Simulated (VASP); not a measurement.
TiSi2, 6 atoms in the cell. The structure is monoclinic, space group C2/c (No. 15). Conventional cell: a = 4.726 Å, b = 8.496 Å, c = 4.591 Å, α = 90.00°, β = 119.45°, γ = 90.00°. Within 3.3 Å of Ti (site symmetry 2) lie 10 Si at 2.52 to 2.73 Å and 4 Ti at 3.12 to 3.18 Å. Si (site symmetry 1) has 9 Si at 2.50 to 3.17 Å and 5 Ti at 2.52 to 2.73 Å within 3.3 Å.  This cell differs from its parent crystal: strain along c alone, the other axes held: -3.0 %.

| Property | Result |
| --- | --- |
| Program | VASP 6.6.1 |
| Task | relaxation of the atoms |
| Functional | PBEsol |
| Potentials or basis | VASP PAW PBE potentials, release 64 (Ti_sv, Si) |
| Cutoff | 520 eV |
| k mesh | 10 × 10 × 10 |
| Occupations | gaussian, width 0.1 eV |
| Spin | no spin polarisation |
| Dipole correction | no |
| Further INCAR settings | ALGO = Normal; EDIFF = 1e-07; IBRION = 2; EDIFFG = -0.008; NSW = 60 |

Potentials or basis: VASP PAW PBE potentials, release 64 (Ti_sv, Si).

Command:

```console
$ cat potpaw_PBE.64/Ti_sv/POTCAR potpaw_PBE.64/Si/POTCAR > POTCAR
$ mpirun -np 4 vasp_std > vasp.out
```

Hardware: 4 MPI ranks on Intel(R) Xeon(R) Platinum 8488C (Sapphire Rapids), on a shared host.

Q: How long does it take, and how much memory?

A: Run time: 7.3 min on 4 MPI ranks on Intel(R) Xeon(R) Platinum 8488C (Sapphire Rapids), with other jobs on the host, peak memory 0.58 GiB a rank. Counts: scf iterations 30, k points 282, ion steps 4.
